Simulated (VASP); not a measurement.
# Rb (Cmce) in VASP: single point with r2SCAN

Aim: the single point of Rb with r2SCAN.

All numbers are computed with VASP 6.6.1; they aren't measurements. Logs are shortened: lines on timing, memory, paths and dates and some standing lists are left out, and cuts for length are marked.

## 1. The cell of the first run

Symmetry: Cmce, No. 64, orthorhombic system. The conventional cell has a = 7.653 Å, b = 12.971 Å, c = 7.664 Å, α = 90.00°, β = 90.00°, γ = 90.00°. Rb (site symmetry m) has 7 Rb at 4.14 to 4.74 Å within 5.4 Å.

## 2. Single point, r2SCAN

Input file POSCAR:

```
Rb
1.0
    3.8267229883     -6.4855858073      0.0000000000
    3.8267229883      6.4855858073      0.0000000000
    0.0000000000      0.0000000000      7.6636263646
Rb
4
Direct
    0.1525000000      0.8475000000      0.0785000000
    0.6525000000      0.3475000000      0.4215000000
    0.8475000000      0.1525000000      0.9215000000
    0.3475000000      0.6525000000      0.5785000000
```

Input file INCAR.step1:

```
SYSTEM = Rb
  PREC = Accurate
  ENCUT = 520
  ISMEAR = 0
  SIGMA = 0.1
  LREAL = .False.
  LASPH = .True.
  NELM = 100
  NBANDS = 26
  GGA = PE
  ALGO = Normal
  EDIFF = 1E-4
  LWAVE = .True.
  LCHARG = .False.
```

Input file INCAR.step2:

```
SYSTEM = Rb
  PREC = Accurate
  ENCUT = 520
  EDIFF = 1E-7
  ISMEAR = 0
  SIGMA = 0.1
  LREAL = .False.
  LASPH = .True.
  NELM = 100
  ALGO = Normal
  ISIF = 2
  LWAVE = .False.
  LCHARG = .False.
  METAGGA = R2SCAN
  LMIXTAU = .True.
  NBANDS = 26
  ISTART = 1
```

Input file KPOINTS:

```
Automatic mesh
0
Gamma
  4 4 4
  0 0 0
```

Potentials or basis: VASP PAW PBE potentials, release 64 (Rb_sv).

Launch:

```bash
> cat potpaw_PBE.64/Rb_sv/POTCAR > POTCAR
> cp INCAR.step1 INCAR
> mpirun -np 1 vasp_std > vasp.out
> cp INCAR.step2 INCAR
> mpirun -np 1 vasp_std > vasp.out
```

OUTCAR:

```text
SYSTEM = Rb
   PREC = Accurate
   ENCUT = 520
   EDIFF = 1E-7
   ISMEAR = 0
   LREAL = .False.
   LASPH = .True.
   NELM = 100
   ISIF = 2
   METAGGA = R2SCAN
   ISTART = 1

 ion  position               nearest neighbor table
   1  0.153  0.847  0.078-   3 4.14   4 4.59   4 4.59   2 4.64   2 4.64   3 4.74   3 4.74
   2  0.653  0.347  0.422-   4 4.14   3 4.59   3 4.59   1 4.64   1 4.64   4 4.74   4 4.74
   3  0.847  0.153  0.922-   1 4.14   2 4.59   2 4.59   4 4.64   4 4.64   1 4.74   1 4.74
   4  0.347  0.653  0.578-   2 4.14   1 4.59   1 4.59   3 4.64   3 4.64   2 4.74   2 4.74

  LATTYP: Found a base centered orthorhombic cell.
 ALAT       =     7.6534459766
 B/A-ratio  =     1.6948145521
 C/A-ratio  =     1.0013301705

  Lattice vectors:

 A1 = (   3.8267229883,  -6.4855858073,   0.0000000000)
 A2 = (   3.8267229883,   6.4855858073,   0.0000000000)
 A3 = (   0.0000000000,   0.0000000000,   7.6636263646)

Analysis of symmetry for initial positions (statically):
=====================================================================
 Subroutine PRICEL returns:
 Original cell was already a primitive cell.

 Routine SETGRP: Setting up the symmetry group for a
 base centered orthorhombic supercell.

 Subroutine GETGRP returns: Found  8 space group operations
 (whereof  4 operations were pure point group operations)
 out of a pool of  8 trial point group operations.

The static configuration has the point symmetry C_2h.
 The point group associated with its full space group is D_2h.

Analysis of symmetry for dynamics (positions and initial velocities):
=====================================================================
 Subroutine PRICEL returns:
 Original cell was already a primitive cell.

 Routine SETGRP: Setting up the symmetry group for a
 base centered orthorhombic supercell.

 Subroutine GETGRP returns: Found  8 space group operations
 (whereof  4 operations were pure point group operations)
 out of a pool of  8 trial point group operations.

The dynamic configuration has the point symmetry C_2h.
 The point group associated with its full space group is D_2h.

 Subroutine INISYM returns: Found  8 space group operations
 (whereof  4 operations are pure point group operations),
 and found     1 'primitive' translations

----------------------------------------------------------------------------------------

                                     Primitive cell

  volume of cell :     380.4000

  direct lattice vectors                    reciprocal lattice vectors
     3.826722988 -6.485585807  0.000000000     0.130660098 -0.077094038  0.000000000
     3.826722988  6.485585807  0.000000000     0.130660098  0.077094038  0.000000000
     0.000000000  0.000000000  7.663626365     0.000000000  0.000000000  0.130486528

  length of vectors
     7.530380607  7.530380607  7.663626365     0.151708773  0.151708773  0.130486528

  position of ions in fractional coordinates (direct lattice)
     0.152500000  0.847500000  0.078500000
     0.652500000  0.347500000  0.421500000
     0.847500000  0.152500000  0.921500000
     0.347500000  0.652500000  0.578500000

  ion indices of the primitive-cell ions
   primitive index   ion index
                 1           1
                 2           2
                 3           3
                 4           4

----------------------------------------------------------------------------------------

 KPOINTS: Automatic mesh

Automatic generation of k-mesh.
 Grid dimensions read from file:
 generate k-points for:    4    4    4

 Generating k-lattice:

  Cartesian coordinates                     Fractional coordinates (reciprocal lattice)
     0.032665024 -0.019273510  0.000000000     0.250000000  0.000000000  0.000000000
     0.032665024  0.019273510  0.000000000     0.000000000  0.250000000  0.000000000
     0.000000000  0.000000000  0.032621632     0.000000000  0.000000000  0.250000000

  Length of vectors
     0.037927193  0.037927193  0.032621632

  Shift w.r.t. Gamma in fractional coordinates (k-lattice)
     0.000000000  0.000000000  0.000000000

 Subroutine IBZKPT returns following result:
 ===========================================

 Found     21 irreducible k-points:

 Following reciprocal coordinates:
            Coordinates               Weight
  0.000000  0.000000  0.000000      1.000000
  0.250000  0.000000  0.000000      4.000000
  0.500000  0.000000  0.000000      2.000000
  0.250000  0.250000  0.000000      2.000000
  0.500000  0.250000  0.000000      4.000000
 -0.250000  0.250000  0.000000      2.000000
[... 13 lines left out ...]
 -0.250000  0.250000  0.500000      2.000000
  0.500000  0.500000  0.500000      1.000000
   k-points           NKPTS =     21   k-points in BZ     NKDIM =     21   number of bands    NBANDS=     26
   number of dos      NEDOS =    301   number of ions     NIONS =      4
   total plane-waves  NPLWV = 188160
   dimension x,y,z NGX =    56 NGY =   56 NGZ =   60
   dimension x,y,z NGXF=   112 NGYF=  112 NGZF=  120
   ions per type =               4
   NGX,Y,Z   is equivalent  to a cutoff of  12.36, 12.36, 13.02 a.u.
   NGXF,Y,Z  is equivalent  to a cutoff of  24.73, 24.73, 26.03 a.u.
 SYSTEM =  Rb
   PREC   = accura    normal or accurate (medium, high low for compatibility)
   ISTART =      1    job   : 0-new  1-cont  2-samecut
   ICHARG =      0    charge: 1-file 2-atom 10-const
   ISPIN  =      1    spin polarized calculation?
   LNONCOLLINEAR =      F non collinear calculations
   LSORBIT =      F    spin-orbit coupling
   LASPH  =      T    aspherical Exc in radial PAW
   ENCUT  =  520.0 eV  38.22 Ry    6.18 a.u.  14.00 14.00 14.25*2*pi/ulx,y,z
   NELM   =    100;   NELMIN=  2; NELMDL=  0     # of ELM steps
   EDIFF  = 0.1E-06   stopping-criterion for ELM
   LREAL  =      F    real-space projection
   EDIFFG = 0.1E-05   stopping-criterion for IOM
   NSW    =      0    number of steps for IOM
   IBRION =     -1    ionic relax: 0-MD 1-quasi-New 2-CG
   NFREE  =      0    steps in history (QN), initial steepest desc. (CG)
   ISIF   =      2    stress and relaxation
   ISYM   =      2    0-nonsym 1-usesym 2-fastsym
   POTIM  = 0.5000    time-step for ionic-motion
   TEBEG  =    0.0;   TEEND  =   0.0 temperature during run
   PSTRESS=    0.0 pullay stress
   NELECT =      36.0000    total number of electrons
   NUPDOWN=      -1.0000    fix difference up-down
   EMIN   =  10.00;   EMAX   =-10.00  energy-range for DOS
   EFERMI =   0.00;   METHOD = LEGACY
   ISMEAR =     0;   SIGMA  =   0.10  broadening in eV -4-tet -1-fermi 0-gaus
   EFERMI_NEDOS =   21; number of points for ismear=-14 and -15
   IALGO  =     38    algorithm
   IMIX   =      4    mixing-type and parameters
     AMIX     =   0.40;   BMIX     =  1.00
     AMIX_MAG =   1.60;   BMIX_MAG =  1.00
  volume/ion in A,a.u.               =      95.10       641.77
  Fermi-wavevector in a.u.,A,eV,Ry     =   0.746040  1.409811  7.572673  0.556576
  Thomas-Fermi vector in A             =   1.841768
   LORBIT       =      0    0 simple, 1 ext, 2 COOP (PROOUT), +10 PAW based schemes
   METAGGA = R2SCAN    functional components
   LHFCALC =     F    Hartree Fock is set to
   AEXX    =    0.0000 exact exchange contribution
   IVDW    =     0    specifies the selected vdW correction
   LEPSILON=     F    determine dielectric tensor
   LRPA    =     F    only Hartree local field effects (RPA)
 non-spin polarized calculation
 Gauss-broadening in eV      SIGMA  =   0.10
  energy-cutoff  :      520.00
  volume of cell :      380.40
 maximum number of plane-waves:     10274
   NGX = 27   NGY = 27   NGZ = 29

 number of electron      36.0000000 magnetization

 Free energy of the ion-electron system (eV)
  ---------------------------------------------------
  ext. energy  EPLUGINS =         0.00000000
  ---------------------------------------------------
  free energy    TOTEN  =       -55.00651301 eV

  energy without entropy =      -54.97829839  energy(sigma->0) =      -54.99240570

 E-fermi :  -0.0190     XC(G=0):  -5.6001

 val. band max:       -0.0421699380   @ k =   0.5000   0.5000   0.5000
 cond. band min:       0.0188428067   @ k =   0.5000   0.2500   0.2500
 fundamental gap:      0.0610127447
 Fermi energy:        -0.0190030988

 k-point     1 :       0.0000    0.0000    0.0000
  band No.  band energies     occupation
      1     -30.3286      2.00000
      2     -30.3194      2.00000
      3     -30.3119      2.00000
      4     -30.3113      2.00000
      5     -13.9791      2.00000
      6     -13.9434      2.00000
[... 18 lines left out ...]
     25       2.2525      0.00000
     26       2.3953      0.00000

 k-point     2 :       0.2500    0.0000    0.0000
  band No.  band energies     occupation
      1     -30.3269      2.00000
      2     -30.3200      2.00000
      3     -30.3125      2.00000
      4     -30.3118      2.00000
      5     -13.9744      2.00000
      6     -13.9477      2.00000
[... 18 lines left out ...]
     25       2.2239      0.00000
     26       2.6752      0.00000

 k-point     3 :       0.5000    0.0000    0.0000
  band No.  band energies     occupation
      1     -30.3230      2.00000
      2     -30.3230      2.00000
      3     -30.3126      2.00000
      4     -30.3126      2.00000
      5     -13.9614      2.00000
      6     -13.9614      2.00000
[... 18 lines left out ...]
     25       2.4887      0.00000
     26       2.4887      0.00000

 k-point     4 :       0.2500    0.2500    0.0000
  band No.  band energies     occupation
      1     -30.3248      2.00000
      2     -30.3199      2.00000
      3     -30.3157      2.00000
      4     -30.3108      2.00000
      5     -13.9711      2.00000
      6     -13.9494      2.00000
[... 18 lines left out ...]
     25       2.0971      0.00000
     26       2.4281      0.00000

 k-point     5 :       0.5000    0.2500    0.0000
  band No.  band energies     occupation
      1     -30.3226      2.00000
      2     -30.3218      2.00000
      3     -30.3161      2.00000
      4     -30.3108      2.00000
      5     -13.9597      2.00000
      6     -13.9596      2.00000
[... 18 lines left out ...]
     25       2.0918      0.00000
     26       2.2938      0.00000

 k-point     6 :      -0.2500    0.2500    0.0000
  band No.  band energies     occupation
      1     -30.3261      2.00000
      2     -30.3203      2.00000
      3     -30.3138      2.00000
      4     -30.3111      2.00000
      5     -13.9703      2.00000
      6     -13.9480      2.00000
[... 340 lines left out ...]
 k-point    18 :       0.2500    0.2500    0.5000
  band No.  band energies     occupation
      1     -30.3223      2.00000
      2     -30.3223      2.00000
      3     -30.3133      2.00000
      4     -30.3133      2.00000
      5     -13.9710      2.00000
      6     -13.9710      2.00000
[... 18 lines left out ...]
     25       2.7602      0.00000
     26       2.7602      0.00000

 k-point    19 :       0.5000    0.2500    0.5000
  band No.  band energies     occupation
      1     -30.3219      2.00000
      2     -30.3219      2.00000
      3     -30.3137      2.00000
      4     -30.3137      2.00000
      5     -13.9658      2.00000
      6     -13.9658      2.00000
[... 18 lines left out ...]
     25       2.4919      0.00000
     26       2.4919      0.00000

 k-point    20 :      -0.2500    0.2500    0.5000
  band No.  band energies     occupation
      1     -30.3231      2.00000
      2     -30.3231      2.00000
      3     -30.3125      2.00000
      4     -30.3125      2.00000
      5     -13.9640      2.00000
      6     -13.9640      2.00000
[... 18 lines left out ...]
     25       2.4520      0.00000
     26       2.4520      0.00000

 k-point    21 :       0.5000    0.5000    0.5000
  band No.  band energies     occupation
      1     -30.3214      2.00000
      2     -30.3214      2.00000
      3     -30.3142      2.00000
      4     -30.3142      2.00000
      5     -13.9605      2.00000
      6     -13.9605      2.00000
[... 18 lines left out ...]
     25       2.6647      0.00000
     26       2.6647      0.00000

------------------------ aborting loop because EDIFF is reached ----------------------------------------

  FORCE on cell =-STRESS in cart. coord.  units (eV):
  Direction    XX          YY          ZZ          XY          YZ          ZX
  --------------------------------------------------------------------------------------
  -------------------------------------------------------------------------------------
  Total        0.7610300      0.9960905      0.5557101      0.0000000     -0.0000000      0.0000000
  in kB        3.2053231      4.1953559      2.3405523      0.0000000     -0.0000000      0.0000000
  external PRESSURE =       3.2470771 kB  Pullay stress =       0.0000000 kB

 VOLUME and BASIS-vectors are now :
 -----------------------------------------------------------------------------
  energy-cutoff  :      520.00
  volume of cell :      380.40
      direct lattice vectors                 reciprocal lattice vectors
     3.826722988 -6.485585807  0.000000000     0.130660098 -0.077094038  0.000000000
     3.826722988  6.485585807  0.000000000     0.130660098  0.077094038  0.000000000
     0.000000000  0.000000000  7.663626365     0.000000000  0.000000000  0.130486528

 POSITION                                       TOTAL-FORCE (eV/Angst)
 -----------------------------------------------------------------------------------
      3.82672      4.50748      0.60159         0.000000      0.035656     -0.014307
      3.82672     -1.97810      3.23022         0.000000      0.035656      0.014307
      3.82672     -4.50748      7.06203         0.000000     -0.035656      0.014307
      3.82672      1.97810      4.43341         0.000000     -0.035656     -0.014307
 -----------------------------------------------------------------------------------
    total drift:                               -0.000000     -0.000000     -0.000000

  FREE ENERGIE OF THE ION-ELECTRON SYSTEM (eV)
  ---------------------------------------------------
  free  energy   TOTEN  =       -55.0065130112 eV

  energy  without entropy=      -54.9782983882  energy(sigma->0) =      -54.99240570
```

It took 11 min on 1 thread of Intel Xeon 6975P-C (Granite Rapids), shared host; peak memory 0.54 GiB.

What came out:

| Item | Value |
| --- | --- |
| Free energy | -55.0065 eV |
| Pressure | 0.3 GPa |
| Largest force | 0.038 eV/Å |
| Band gap on the k mesh | zero (band 18 reaches 0.65 eV, above the bottom of band 19 at -0.15 eV) |

Forces in eV/Å, atoms in the order of the input:
```
Rb   0.000  0.036 -0.014
Rb   0.000  0.036  0.014
Rb   0.000 -0.036  0.014
Rb   0.000 -0.036 -0.014
```

Stress tensor (GPa, compression positive):
```
0.32 0.00 0.00
0.00 0.42 0.00
0.00 0.00 0.23
```

Caveat: the PAW data sets were made with another functional, which shifts forces and pressure a little.
